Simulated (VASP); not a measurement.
Wanted: the native input for a VASP 6.6.1 run.

* Task: single point
* Functional: PBE
* Dispersion: D3(BJ)
* Potentials or basis: VASP PAW PBE potentials, release 64 (Ge_d)
* Cutoff: 520 eV
* k mesh: 11 × 11 × 11
* Occupations: fermi-dirac, width 0.05 eV
* Spin: no spin polarisation
* Dipole correction: no
* Further INCAR settings: ALGO = Normal; EDIFF = 1e-07; NBANDS = 21

The structure of Ge lies in POSCAR:

```
Ge
1.0
   -2.5780160343      2.5780160343      1.3948207277
    2.5780160343     -2.5780160343      1.3948207277
    2.5780160343      2.5780160343     -1.3948207277
Ge
2
Direct
    0.5000000000      0.5000000000      0.0000000000
    0.2500000000      0.7500000000      0.5000000000
```

These files were run (other wordings do the same):

INCAR

```
PREC = Accurate ; ENCUT = 520
EDIFF = 1E-7 ; ISMEAR = -1
SIGMA = 0.05 ; LREAL = F
LASPH = T ; NELM = 100
ALGO = Normal ; ISIF = 2
LWAVE = F ; LCHARG = F
GGA = PE ; IVDW = 12
NBANDS = 21
```

KPOINTS

```
Automatic mesh
0
Gamma
  11 11 11
```

Potentials or basis: VASP PAW PBE potentials, release 64 (Ge_d).

The run is started by

```console
$ cat potpaw_PBE.64/Ge_d/POTCAR > POTCAR
$ mpirun -np 1 vasp_std > vasp.out
```

Results of the run:

The pressure is 0.1 GPa and the band gap on the k mesh is zero (bands 14 and 15 overlap by 4.66 eV). The dispersion energy per atom is -0.359 eV.

Wall time 2.6 min on 1 thread of Intel Xeon 8259CL, with other jobs on the host, peak memory 0.23 GiB.
